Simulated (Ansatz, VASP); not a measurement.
# Al2Au in VASP and in Ansatz

```xyz
3
Lattice="0.0000 3.1022 3.1022 3.1022 0.0000 3.1022 3.1022 3.1022 0.0000" Properties=species:S:1:pos:R:3 pbc="T T T"
Al    1.5511    1.5511    1.5511
Al    4.6533    4.6533    4.6533
Au    0.0000    0.0000    0.0000
```

Alike in both runs: task single point; functional PBEsol; k mesh 12 × 12 × 12; occupations gaussian, width 0.1 eV; no spin polarisation.

|  | VASP | Ansatz |
| --- | --- | --- |
| version | VASP 6.6.1 | Ansatz 0.2.0 |
| potentials or method | VASP PAW PBE potentials, release 64 (Al, Au), cutoff 520 eV | scalar-relativistic, plane waves, PAW |
| valence electrons in the cell | 17 | 25 |

```csv
,VASP,Ansatz,Ansatz less VASP
gap on the k mesh at the Fermi level (eV),none,none,-
pressure (GPa),-9.1,-9.0,+0.13
```

VASP's potentials were made for PBE, not for PBEsol. A gap of «none» marks a metal or a gap that the smearing closes. The functional is the same, so the differences come from potentials, cutoffs and numerics. VASP's potentials hold 17 valence electrons a cell and Ansatz's 25, so a difference there can come from the potentials and not from the codes.

Neither program's run includes spin-orbit coupling.
